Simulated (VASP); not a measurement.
Wanted: the native input for a VASP 6.6.1 run.

```
Task                   : relaxation of cell and atoms
Functional             : PBE
Potentials or basis    : VASP PAW PBE potentials, release 64 (Mo_sv)
Cutoff                 : 500 eV
k mesh                 : 13 × 13 × 13
Occupations            : fermi-dirac, width 0.08 eV
Spin                   : no spin polarisation
Target pressure        : 100 GPa
Dipole correction      : no
Further INCAR settings : ALGO = Normal; EDIFF = 1e-07; IBRION = 2; EDIFFG = -0.005; NSW = 32; ISIF = 3
```

The structure of Mo lies in POSCAR:

```
Mo
1.0
    0.0000000000      2.4833104874      2.4833104874
    2.4833104874      0.0000000000      2.4833104874
    2.4833104874      2.4833104874      0.0000000000
Mo
2
Direct
   -0.1250000000     -0.1250000000     -0.1250000000
    0.1250000000      0.1250000000      0.1250000000
```

This isn't the form of Mo at room conditions, which is bcc.

These files were run (other wordings do the same):

INCAR

```
PREC     = Accurate       # precision mode
ENCUT    = 500            # plane-wave cutoff, eV
EDIFF    = 1E-7           # SCF threshold, eV
ISMEAR   = -1             # smearing method
SIGMA    = 0.08           # smearing width, eV
LREAL    = F              # projectors in reciprocal space
LASPH    = T              # aspherical terms in the spheres
NELM     = 120            # most SCF steps
ALGO     = Normal         # electronic algorithm
ISIF     = 3              # what is computed and relaxed
LWAVE    = F              # write WAVECAR
LCHARG   = F              # write CHGCAR
GGA      = PE             # functional
IBRION   = 2              # ionic algorithm
NSW      = 32             # ionic steps
EDIFFG   = -0.005         # ionic threshold
PSTRESS  = 1000.0       
GGA_COMPAT= F            
NELMIN   = 4
```

KPOINTS

```
Automatic mesh
0
Gamma
  13 13 13
```

Potentials or basis: VASP PAW PBE potentials, release 64 (Mo_sv).

The run is started by

```bash
$ cat potpaw_PBE.64/Mo_sv/POTCAR > POTCAR
$ mpirun -np 1 vasp_std > vasp.out
```

It gave:

```yaml
Relaxed_volume: 15.43 Å³/atom
Relaxed_cell: a = 3.521 Å, b = 3.521 Å, c = 3.521 Å, α = 60.00°, β = 60.00°, γ = 60.00°
Space_group_after_relaxing_to_0.1_Å: Fd-3m (No. 227)
Energy_change_on_relaxing_the_run_minimises_the_enthalpy: -71.7 meV/atom
Ionic_steps: 4
Pressure_after_relaxing: 100.0 GPa
Band_gap_on_the_k_mesh: zero (bands 14 and 15 overlap by 0.93 eV)
```

Caveat: the cell is relaxed towards a set pressure, so the run minimises the enthalpy, not the energy.

It took 76 s on 1 thread of Intel(R) Xeon(R) 6975P-C (Granite Rapids) (shared host), peak memory 0.18 GiB.
